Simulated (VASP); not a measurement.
# Mo: single point with PBE

Crystal: Mo.

```
Mo
1.0
    -1.58381    1.58381    1.58381
     1.58381   -1.58381    1.58381
     1.58381    1.58381   -1.58381
Mo
1
Direct
  0.00000 0.00000 0.00000
```

```yaml
Program: VASP 6.6.1
Task: single point
Functional: PBE
Potentials_or_basis: VASP PAW PBE potentials, release 64 (Mo_sv)
Cutoff: 520 eV
k_mesh: 12 × 12 × 12
Occupations: gaussian, width 0.027 eV
Spin: no spin polarisation
Dipole_correction: no
Further_INCAR_settings: ALGO = Normal; EDIFF = 1e-06; NBANDS = 13
```

```json
{
  "Pressure": "-1.4 GPa",
  "Band gap on the k mesh": "zero (band 7 reaches 16.22 eV, above the bottom of band 8 at 11.00 eV)"
}
```

Levels at points of the mesh, in eV from the Fermi level:
```
           k point  band 5  band 6  band 7  band 8  band 9  band 10
(0.00, 0.00, 0.00)   -7.13   -1.28   -1.28   -1.28    1.68     1.68
(0.50, 0.00, 0.00)   -5.17   -3.27    1.62    1.70    2.32     4.68
(0.50, 0.50, 0.50)   -5.26   -5.26    3.94    3.94    3.94     8.99
```

It took 6.7 s on 1 thread of Intel(R) Xeon(R) Platinum 8488C (Sapphire Rapids), with other jobs on the host, peak memory 0.13 GiB.
